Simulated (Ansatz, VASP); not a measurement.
## Two plane-wave programs on ZnO

```xyz
4
Lattice="3.1873 0.0000 0.0000 -1.5937 2.7603 0.0000 0.0000 0.0000 5.1528" Properties=species:S:1:pos:R:3 pbc="T T T"
Zn    0.0000    1.8402   -0.2727
Zn    1.5937    0.9201    2.3037
O     0.0000    1.8402    2.2411
O     1.5937    0.9201    4.8175
```

Change from the starting cell: polar distortion scaled by 0.10.

Alike in both runs: task single point; functional LDA; k mesh 9 × 9 × 6; no spin polarisation.

|  | VASP | Ansatz |
| --- | --- | --- |
| version | VASP 6.6.1 | Ansatz 0.2.0 |
| potentials or method | VASP PAW LDA potentials, release 64 (Zn, O), cutoff 520 eV | scalar-relativistic, plane waves, PAW |
| occupations | gaussian, width 0.01 eV | fixed |
| valence electrons in the cell | 36 | 36 |

```tsv
	VASP	Ansatz	Ansatz less VASP
gap on the k mesh at the Fermi level (eV)	0.94	0.91	-0.029
least direct gap on the mesh (eV)	0.94	0.91	-0.029
pressure (GPa)	9.8	8.1	-1.66
traceless stress, the component that is largest in VASP (GPa)	-14.79	-13.41	+1.377
rms of the force components (eV/Å)	0.105	0.100	-0.0049
```

Ansatz warns that its potentials were made for another functional, while VASP's fit it. LDA's correlation is that of Perdew and Zunger in VASP and of Perdew and Wang (1992) in Ansatz. Atom by atom the forces differ by 0.005 eV/Å (rms over components).
